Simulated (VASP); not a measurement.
# Au (Im-3m) in VASP: further runs

The runs below take Au through single point, with PBE.

All numbers are computed with VASP 6.6.1; they aren't measurements. Logs are shortened: lines on timing, memory, paths and dates and some standing lists are left out, and cuts for length are marked.

## Step 1: The cell of the first run

The structure is cubic, space group Im-3m (No. 229). The conventional cell has a = 3.389 Å, b = 3.389 Å, c = 3.389 Å, α = 90.00°, β = 90.00°, γ = 90.00°. Within 3.9 Å of Au (site symmetry m-3m) lie 14 Au at 2.93 to 3.39 Å.

This isn't the form of Au at room conditions, which is fcc.

## Step 2: Single point, PBE (19.45 Å³/atom)

Input file INCAR:

```
SYSTEM = Au
PREC = Accurate
ENCUT = 520
EDIFF = 1E-7
ISMEAR = -1
SIGMA = 0.1
LREAL = .FALSE.
LASPH = .TRUE.
NELM = 60
ALGO = Normal
ISIF = 2
LWAVE = .FALSE.
LCHARG = .FALSE.
GGA = PE
NBANDS = 12
```

Input file KPOINTS:

```
Automatic mesh
0
G
  22 22 22
  0 0 0
```

Input file POSCAR:

```
Au
1.0
   -1.6942608123      1.6942608123      1.6942608123
    1.6942608123     -1.6942608123      1.6942608123
    1.6942608123      1.6942608123     -1.6942608123
Au
1
Direct
    0.0000000000      0.0000000000      0.0000000000
```

Potentials or basis: VASP PAW PBE potentials, release 64 (Au).

Launch:

```sh
$ cat potpaw_PBE.64/Au/POTCAR > POTCAR
$ mpirun -np 1 vasp_std > vasp.out
```

OUTCAR:

```text
SYSTEM = Au
   PREC = Accurate
   ENCUT = 520
   EDIFF = 1E-7
   ISMEAR = -1
   LREAL = .FALSE.
   LASPH = .TRUE.
   NELM = 60
   ISIF = 2
   GGA = PE

 ion  position               nearest neighbor table
   1  0.000  0.000  0.000-

  LATTYP: Found a body centered cubic cell.
 ALAT       =     3.3885216246

  Lattice vectors:

 A1 = (  -1.6942608123,   1.6942608123,   1.6942608123)
 A2 = (   1.6942608123,  -1.6942608123,   1.6942608123)
 A3 = (   1.6942608123,   1.6942608123,  -1.6942608123)

Analysis of symmetry for initial positions (statically):
=====================================================================
 Subroutine PRICEL returns:
 Original cell was already a primitive cell.

 Routine SETGRP: Setting up the symmetry group for a
 body centered cubic supercell.

 Subroutine GETGRP returns: Found 48 space group operations
 (whereof 48 operations were pure point group operations)
 out of a pool of 48 trial point group operations.

The static configuration has the point symmetry O_h .

Analysis of symmetry for dynamics (positions and initial velocities):
=====================================================================
 Subroutine PRICEL returns:
 Original cell was already a primitive cell.

 Routine SETGRP: Setting up the symmetry group for a
 body centered cubic supercell.

 Subroutine GETGRP returns: Found 48 space group operations
 (whereof 48 operations were pure point group operations)
 out of a pool of 48 trial point group operations.

The dynamic configuration has the point symmetry O_h .

 Subroutine INISYM returns: Found 48 space group operations
 (whereof 48 operations are pure point group operations),
 and found     1 'primitive' translations

----------------------------------------------------------------------------------------

                                     Primitive cell

  volume of cell :      19.4536

  direct lattice vectors                    reciprocal lattice vectors
    -1.694260812  1.694260812  1.694260812     0.000000000  0.295113950  0.295113950
     1.694260812 -1.694260812  1.694260812     0.295113950  0.000000000  0.295113950
     1.694260812  1.694260812 -1.694260812     0.295113950  0.295113950  0.000000000

  length of vectors
     2.934545808  2.934545808  2.934545808     0.417354150  0.417354150  0.417354150

  position of ions in fractional coordinates (direct lattice)
[... 82 lines left out ...]
   NFREE  =      0    steps in history (QN), initial steepest desc. (CG)
   ISIF   =      2    stress and relaxation
   ISYM   =      2    0-nonsym 1-usesym 2-fastsym
   POTIM  = 0.5000    time-step for ionic-motion
   TEBEG  =    0.0;   TEEND  =   0.0 temperature during run
   PSTRESS=    0.0 pullay stress
   NELECT =      11.0000    total number of electrons
   NUPDOWN=      -1.0000    fix difference up-down
   EMIN   =  10.00;   EMAX   =-10.00  energy-range for DOS
   EFERMI =   0.00;   METHOD = LEGACY
   ISMEAR =    -1;   SIGMA  =   0.10  broadening in eV -4-tet -1-fermi 0-gaus
   EFERMI_NEDOS =   21; number of points for ismear=-14 and -15
   IALGO  =     38    algorithm
   IMIX   =      4    mixing-type and parameters
     AMIX     =   0.40;   BMIX     =  1.00
     AMIX_MAG =   1.60;   BMIX_MAG =  1.00
  volume/ion in A,a.u.               =      19.45       131.28
  Fermi-wavevector in a.u.,A,eV,Ry     =   1.353751  2.558218 24.934606  1.832642
  Thomas-Fermi vector in A             =   2.480980
   LORBIT       =      0    0 simple, 1 ext, 2 COOP (PROOUT), +10 PAW based schemes
   GGA     = PE    functional components
   LHFCALC =     F    Hartree Fock is set to
   AEXX    =    0.0000 exact exchange contribution
   IVDW    =     0    specifies the selected vdW correction
   LEPSILON=     F    determine dielectric tensor
   LRPA    =     F    only Hartree local field effects (RPA)
 non-spin polarized calculation
  energy-cutoff  :      520.00
  volume of cell :       19.45
 maximum number of plane-waves:       543
 NGX is ok and might be reduce to    24
   NGX = 11   NGY = 11   NGZ = 11

 number of electron      11.0000003 magnetization

 Free energy of the ion-electron system (eV)
  ---------------------------------------------------
  ext. energy  EPLUGINS =         0.00000000
  ---------------------------------------------------
  free energy    TOTEN  =        -3.16416938 eV

  energy without entropy =       -3.15356649  energy(sigma->0) =       -3.15886793

 E-fermi :   7.4517     XC(G=0): -11.9374

 val. band max:        7.4419257774   @ k =   0.4545   0.0455   0.0000
 cond. band min:       7.4623478472   @ k =   0.4091   0.0455   0.0455
 fundamental gap:      0.0204220698
 Fermi energy:         7.4516792085

 k-point     1 :       0.0000    0.0000    0.0000
  band No.  band energies     occupation
      1      -1.1066      2.00000
      2       3.2253      2.00000
      3       3.2253      2.00000
      4       3.2253      2.00000
      5       4.7835      2.00000
      6       4.7835      2.00000
      7      23.8609      0.00000
      8      23.8609      0.00000
      9      23.8609      0.00000
     10      29.4317      0.00000
     11      29.4317      0.00000
     12      29.4317      0.00000
[... 331 lines left out ...]
 k-point    24 :       0.1364    0.0909    0.0000
  band No.  band energies     occupation
      1       0.0918      2.00000
      2       2.9818      2.00000
      3       3.1289      2.00000
      4       4.0908      2.00000
      5       4.5021      2.00000
      6       4.8442      2.00000
      7      21.3864      0.00000
      8      22.2880      0.00000
      9      24.3230      0.00000
     10      24.8851      0.00000
     11      27.3125      0.00000
     12      28.3925      0.00000

 [... further k-points ...]

------------------------ aborting loop because EDIFF is reached ----------------------------------------

  FORCE on cell =-STRESS in cart. coord.  units (eV):
  Direction    XX          YY          ZZ          XY          YZ          ZX
  --------------------------------------------------------------------------------------
  -------------------------------------------------------------------------------------
  Total       -1.0243702     -1.0243702     -1.0243702      0.0000000      0.0000000     -0.0000000
  in kB      -84.3658612    -84.3658612    -84.3658612      0.0000000      0.0000000     -0.0000000
  external PRESSURE =     -84.3658612 kB  Pullay stress =       0.0000000 kB

 VOLUME and BASIS-vectors are now :
 -----------------------------------------------------------------------------
  energy-cutoff  :      520.00
  volume of cell :       19.45
      direct lattice vectors                 reciprocal lattice vectors
    -1.694260812  1.694260812  1.694260812     0.000000000  0.295113950  0.295113950
     1.694260812 -1.694260812  1.694260812     0.295113950  0.000000000  0.295113950
     1.694260812  1.694260812 -1.694260812     0.295113950  0.295113950  0.000000000

 POSITION                                       TOTAL-FORCE (eV/Angst)
 -----------------------------------------------------------------------------------
      0.00000      0.00000      0.00000        -0.000000     -0.000000     -0.000000
 -----------------------------------------------------------------------------------
    total drift:                               -0.000000      0.000000      0.000000

  FREE ENERGIE OF THE ION-ELECTRON SYSTEM (eV)
  ---------------------------------------------------
  free  energy   TOTEN  =        -3.1641693829 eV

  energy  without entropy=       -3.1535664864  energy(sigma->0) =       -3.15886793
```

OSZICAR:

```text
N       E                     dE             d eps       ncg     rms          rms(c)
DAV:   1     0.485678066322E+02    0.48568E+02   -0.54468E+03  8248   0.800E+02
DAV:   2    -0.272672779994E+01   -0.51295E+02   -0.48310E+02  9264   0.180E+02
DAV:   3    -0.342224603764E+01   -0.69552E+00   -0.69472E+00  9344   0.204E+01
DAV:   4    -0.342462491849E+01   -0.23789E-02   -0.23788E-02  8920   0.138E+00
DAV:   5    -0.342464434201E+01   -0.19424E-04   -0.19423E-04  9284   0.121E-01    0.611E+00
DAV:   6    -0.317610659138E+01    0.24854E+00   -0.79668E-01  8404   0.685E+00    0.424E+00
DAV:   7    -0.316559914910E+01    0.10507E-01   -0.34983E-02  9128   0.147E+00    0.239E+00
DAV:   8    -0.316417196300E+01    0.14272E-02   -0.83326E-04  8556   0.242E-01    0.198E-01
DAV:   9    -0.316416166714E+01    0.10296E-04   -0.73855E-06  8604   0.206E-02    0.157E-02
DAV:  10    -0.316416966163E+01   -0.79945E-05   -0.47377E-06  8720   0.216E-02    0.792E-03
DAV:  11    -0.316416942018E+01    0.24144E-06   -0.90776E-08  8788   0.220E-03    0.334E-04
DAV:  12    -0.316416938287E+01    0.37312E-07   -0.30093E-09  4504   0.506E-04
   1 F= -.31641694E+01 E0= -.31588679E+01  d E =-.106029E-01
```

stdout:

```text
POSCAR found type information on POSCAR Au
 POSCAR found :  1 types and       1 ions
 scaLAPACK will be used
 LDA part: xc-table for (Slater+PW92), standard interpolation
 POSCAR, INCAR and KPOINTS ok, starting setup
 FFT: planning ... GRIDC
 FFT: planning ... GRID_SOFT
 FFT: planning ... GRID
 WAVECAR not read
 entering main loop
```

It took 91 s on 1 thread of AMD EPYC 7R13, shared host; peak memory 0.17 GiB.

What came out:

* Free energy: -3.1642 eV
* Pressure: -8.4 GPa
* Band gap on the k mesh: zero (an odd number of electrons rules out a gap without spin polarisation)

Levels at points of the mesh, in eV from the Fermi level:
| k point | band 3 | band 4 | band 5 | band 6 | band 7 | band 8 |
| --- | --- | --- | --- | --- | --- | --- |
| (0.00, 0.00, 0.00) | -4.23 | -4.23 | -2.67 | -2.67 | 16.41 | 16.41 |
| (0.50, 0.00, 0.00) | -2.79 | -2.52 | -1.46 | -0.10 | 2.83 | 12.23 |
| (0.50, 0.50, 0.50) | -1.76 | -1.76 | -1.76 | 6.15 | 6.15 | 6.15 |

Caveat: the cell stands under tension; spin-orbit coupling is left out, which moves the levels of the heavy elements.

## Step 3: Single point, PBE (20.17 Å³/atom)

This run uses another cell than the first one, of 20.17 Å³/atom.

Input file INCAR:

```
  PREC = Accurate
  ENCUT = 520
  EDIFF = 1E-7
  ISMEAR = -1
  SIGMA = 0.1
  LREAL = False
  LASPH = True
  NELM = 60
  ALGO = Normal
  ISIF = 2
  LWAVE = False
  LCHARG = True
  GGA = PE
  LELF = True
  LVHAR = True
  NBANDS = 12
```

Input file KPOINTS:

```
regular mesh
0
Gamma
  22 22 22
```

Input file POSCAR:

```
Au
1.0
   -1.7149245661      1.7149245661      1.7149245661
    1.7149245661     -1.7149245661      1.7149245661
    1.7149245661      1.7149245661     -1.7149245661
Au
1
Direct
    0.0000000000      0.0000000000      0.0000000000
```

Potentials or basis: VASP PAW PBE potentials, release 64 (Au).

Launch:

```sh
$ cat potpaw_PBE.64/Au/POTCAR > POTCAR
$ mpirun -np 1 vasp_std > vasp.out
```

Wall time 96 s (1 thread of AMD EPYC 7R13, shared host); peak memory 0.17 GiB.

The run converged. Its results:

* Free energy: -3.1205 eV
* Pressure: -11.1 GPa
* Band gap on the k mesh: zero (an odd number of electrons rules out a gap without spin polarisation)

Levels at points of the mesh, in eV from the Fermi level:
```
           k point  band 2  band 3  band 4  band 5  band 6  band 7  band 8  band 9
(0.00, 0.00, 0.00)   -4.07   -4.07   -4.07   -2.60   -2.60   16.36   16.36   16.36
(0.50, 0.00, 0.00)   -4.88   -2.72   -2.47   -1.47    0.03    2.65   12.16   12.72
(0.50, 0.50, 0.50)   -5.49   -1.75   -1.75   -1.75    6.10    6.10    6.10    7.81
```

Caveat: the cell stands under tension; spin-orbit coupling is left out, which moves the levels of the heavy elements.
